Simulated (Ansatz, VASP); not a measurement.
Two plane-wave programs on PbSe

```
CELL_PARAMETERS angstrom
0.00000 3.04953 3.25141
3.04953 0.00000 3.25141
3.04953 3.04953 0.00000
ATOMIC_POSITIONS crystal
Pb 0.00000 0.00000 0.00000
Se 0.50000 0.50000 0.50000
```

Alike in both runs: task single point; functional PBE; dispersion D3(BJ); k mesh 10 × 10 × 10; occupations gaussian, width 0.03 eV; no spin polarisation.

|  | VASP | Ansatz |
| --- | --- | --- |
| version | VASP 6.6.1 | Ansatz 0.2.0 |
| potentials or method | VASP PAW PBE potentials, release 64 (Pb_d, Se), cutoff 520 eV | scalar-relativistic, plane waves, PAW |
| valence electrons in the cell | 20 | 30 |

Ansatz gave:

* gap on the k mesh at the Fermi level (eV): 0.36
* least direct gap on the mesh (eV): 0.36
* pressure (GPa): -1.6
* traceless stress, the component that is largest in VASP (GPa): -3.79

Task: Which values does VASP return?

Result: gap on the k mesh at the Fermi level (eV): 0.36; least direct gap on the mesh (eV): 0.36; pressure (GPa): -1.6; traceless stress, the component that is largest in VASP (GPa): -3.80.

VASP's potentials hold 20 valence electrons a cell and Ansatz's 30, so a difference there can come from the potentials and not from the codes.

Neither program's run includes spin-orbit coupling.
